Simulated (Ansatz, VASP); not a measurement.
## Te2Mo, level by level in two programs

```
CELL_PARAMETERS angstrom
6.23174 0.00000 0.00000
0.00000 3.40935 0.00000
-0.08399 0.00000 35.43740
ATOMIC_POSITIONS crystal
Te 0.42925 0.75000 0.54070
Te 0.57075 0.25000 0.45930
Te 0.92085 0.25000 0.55653
Te 0.07915 0.75000 0.44347
Mo 0.18135 0.25000 0.49747
Mo 0.81865 0.75000 0.50253
```

Single points on this cell with VASP 6.6.1 and Ansatz 0.2.0. Each row is one pair of runs. Alike in all rows: spin: off; k mesh: 4 × 8 × 1; smearing: fermi-dirac, width 0.05 eV; VASP's potentials, cutoff: VASP PAW PBE potentials, release 64 (Te, Mo_sv), 520 eV.

| level | Ansatz's potentials, cutoff | gap on the k mesh at the Fermi level (eV), VASP | gap on the k mesh at the Fermi level (eV), Ansatz | rms of the force components (eV/Å), VASP | rms of the force components (eV/Å), Ansatz |
| --- | --- | --- | --- | --- | --- |
| BLYP+D3(BJ) | Ansatz PAW, 420 eV | none | none | 0.655 | 0.624 |
| PBE | PseudoDojo standard (PBE files), 1120 eV | ? | none | ? | 0.528 |
| PBE exchange alone | Ansatz PAW, 420 eV | none | none | 1.194 | 1.179 |

Task: Fill in what VASP gave in row 2.

Result: gap on the k mesh at the Fermi level (eV): none; rms of the force components (eV/Å): 0.530.

VASP's potentials hold 52 valence electrons a cell and Ansatz's 92, so a difference there can come from the potentials and not from the codes.

A gap of «none» marks a metal or a gap that the smearing closes.

Neither program's run includes spin-orbit coupling.
